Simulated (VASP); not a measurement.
Set up this calculation in VASP 6.6.1, as the native input.

```
Task                   : single point
Functional             : PBE
Potentials or basis    : VASP PAW PBE potentials, release 64 (Si, C)
Cutoff                 : 600 eV
k mesh                 : 3 × 3 × 3
Occupations            : gaussian, width 0.01 eV
Spin                   : no spin polarisation
Dipole correction      : no
Further INCAR settings : ALGO = Normal; EDIFF = 1e-06; NBANDS = 11
```

The structure of SiC lies in POSCAR:

```
SiC
1.0
    0.0000000000      2.1449594900      2.1449594900
    2.1449594900      0.0000000000      2.1449594900
    2.1449594900      2.1449594900      0.0000000000
Si C
1 1
Direct
    0.0000000000      0.0000000000      0.0000000000
    0.2500000000      0.2500000000      0.2500000000
```

These files were run (other wordings do the same):

INCAR

```
  ALGO = Normal
  EDIFF = 1E-6
  ENCUT = 600
  GGA = PE
  GGA_COMPAT = False
  ISIF = 2
  ISMEAR = 0
  LASPH = True
  LCHARG = False
  LREAL = False
  LWAVE = False
  NBANDS = 11
  NELM = 120
  PREC = Accurate
  SIGMA = 0.01
```

KPOINTS

```
k-points
0
Gamma
  3 3 3
```

Potentials or basis: VASP PAW PBE potentials, release 64 (Si, C).

The run is started by

```console
$ cat potpaw_PBE.64/Si/POTCAR potpaw_PBE.64/C/POTCAR > POTCAR
$ mpirun -np 1 vasp_std > vasp.out
```

Results of the run:

```
Pressure               : 16.5 GPa
Band gap on the k mesh : 2.53 eV, indirect (least direct gap 5.26 eV)
```

Caveat: the k points lie up to 0.85 Å⁻¹ apart.

It took 3.5 s on 1 thread of Intel Xeon 8259CL, on a shared host, peak memory 0.13 GiB.
